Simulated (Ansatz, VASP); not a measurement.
**Re: VASP beside Ansatz**

```
Re
1.0
     2.73698    0.00000    0.00000
    -1.36849    2.37030    0.00000
     0.00000    0.00000    4.41727
Re
2
Direct
  0.33333 0.66667 0.75000
  0.66667 0.33333 0.25000
```

Alike in both runs: task single point; functional LDA; k mesh 18 × 18 × 10; occupations gaussian, width 0.05 eV; no spin polarisation.

```csv
,VASP,Ansatz
version,VASP 6.6.1,Ansatz 0.2.0
potentials or method,"VASP PAW LDA potentials, release 64 (Re), cutoff 520 eV","scalar-relativistic, plane waves, PAW"
valence electrons in the cell,14,30
```

Ansatz gave:

| Quantity | Value |
| --- | --- |
| pressure (GPa) | 0.0 |
| traceless stress, the component that is largest in VASP (GPa) | -0.01 |

Task: What did VASP give for the same quantities?

Result: Pressure (GPa): 1.6; traceless stress, the component that is largest in VASP (GPa): -0.13.

LDA's correlation is that of Perdew and Zunger in VASP and of Perdew and Wang (1992) in Ansatz. VASP's potentials hold 14 valence electrons a cell and Ansatz's 30, so a difference there can come from the potentials and not from the codes.

Spin-orbit coupling is off throughout.
